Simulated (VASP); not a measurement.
A run of VASP 6.6.1:

Contents of INCAR:

```
SYSTEM = Rb
PREC = Accurate
ENCUT = 520
EDIFF = 1E-7
ISMEAR = -1
SIGMA = 0.05
LREAL = .False.
LASPH = .True.
NELM = 60
ALGO = Normal
ISIF = 2
LWAVE = .False.
LCHARG = .False.
GGA = PS
NBANDS = 10
```

The input KPOINTS:

```
regular mesh
0
Gamma
  7 7 7
  0 0 0
```

POSCAR

```
Rb
1.0
   -2.8574649348      2.8574649348      2.8574649348
    2.8574649348     -2.8574649348      2.8574649348
    2.8574649348      2.8574649348     -2.8574649348
Rb
1
Direct
    0.0000000000      0.0000000000      0.0000000000
```

Potentials or basis: VASP PAW PBE potentials, release 64 (Rb_sv).

Launch:

```console
$ cat potpaw_PBE.64/Rb_sv/POTCAR > POTCAR
$ mpirun -np 1 vasp_std > vasp.out
```

Hardware: 1 thread of Intel(R) Xeon(R) 6975P-C (Granite Rapids), on a shared host.

Problem. How long does it take, and how much memory?

Solution. Run time: 9.2 s on 1 thread of Intel(R) Xeon(R) 6975P-C (Granite Rapids) (shared host), peak memory 0.22 GiB. Counts: scf iterations 11, k points 20.
